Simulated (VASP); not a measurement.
A run of VASP 6.6.1 is set up as follows.

INCAR

```
SYSTEM = Ti
PREC = Accurate
ENCUT = 520
EDIFF = 1E-6
ISMEAR = -1
SIGMA = 0.1
LREAL = .False.
LASPH = .True.
NELM = 80
ALGO = Normal
ISIF = 2
LWAVE = .False.
LCHARG = .True.
GGA = PS
LELF = .True.
LVHAR = .True.
NBANDS = 12
```

Contents of KPOINTS:

```
Automatic mesh
0
Gamma
  9 9 9
  0 0 0
```

File POSCAR:

```
Ti
1.0
   -1.8975000000      1.8975000000      4.3740000000
    1.8975000000     -1.8975000000      4.3740000000
    1.8975000000      1.8975000000     -4.3740000000
Ti
1
Direct
    0.0000000000      0.0000000000      0.0000000000
```

Potentials or basis: VASP PAW PBE potentials, release 64 (Ti_sv).

The run is started by

```console
$ cat potpaw_PBE.64/Ti_sv/POTCAR > POTCAR
$ mpirun -np 1 vasp_std > vasp.out
```

(1) Estimate the band gap on the k mesh.

(2) Predict the pressure.

Results:

(1) zero (bands 6 and 7 overlap by 0.26 eV).

(2) -8.6 GPa.

Caveat: the cell stands under tension; the PAW data sets were made with another functional, which shifts forces and pressure a little.
